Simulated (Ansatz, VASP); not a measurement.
Fe in VASP and in Ansatz

```xyz
1
Lattice="0.0000 1.9702 1.9703 1.3936 0.0000 1.9703 1.3936 1.9702 0.0000" Properties=species:S:1:pos:R:3 pbc="T T T"
Fe    0.0000    0.0000    0.0000
```

Alike in both runs: functional PBEsol; k mesh 9 × 9 × 9; occupations fermi-dirac, width 0.15 eV; collinear spin.

Ansatz relaxed the structure, and its values are those at the end. VASP's run is a single point on that final structure, the one shown.

|  | VASP | Ansatz |
| --- | --- | --- |
| version | VASP 6.6.1 | Ansatz 0.2.0 |
| potentials or method | VASP PAW PBE potentials, release 64 (Fe), cutoff 520 eV | plane waves, PAW |
| valence electrons in the cell | 8 | 16 |

Ansatz gave:

```
pressure (GPa)                                                : 0.0
net moment per atom (μB)                                      : 2.08
size of the moment on the site where the two differ most (μB) : 2.10
```

Question: Estimate VASP's values.

Answer: Pressure (GPa): -0.1; net moment per atom (μB): 2.09; size of the moment on the site where the two differ most (μB): 2.07.

VASP's potentials were made for PBE, not for PBEsol. Site moments also hang on the region over which each program counts them. With one functional, cell and mesh, what is left measures potentials, basis and numerics. VASP's potentials hold 8 valence electrons a cell and Ansatz's 16, so a difference there can come from the potentials and not from the codes. Ansatz's warnings: force scf threshold loose, given moment on shells, stress scf threshold loose.
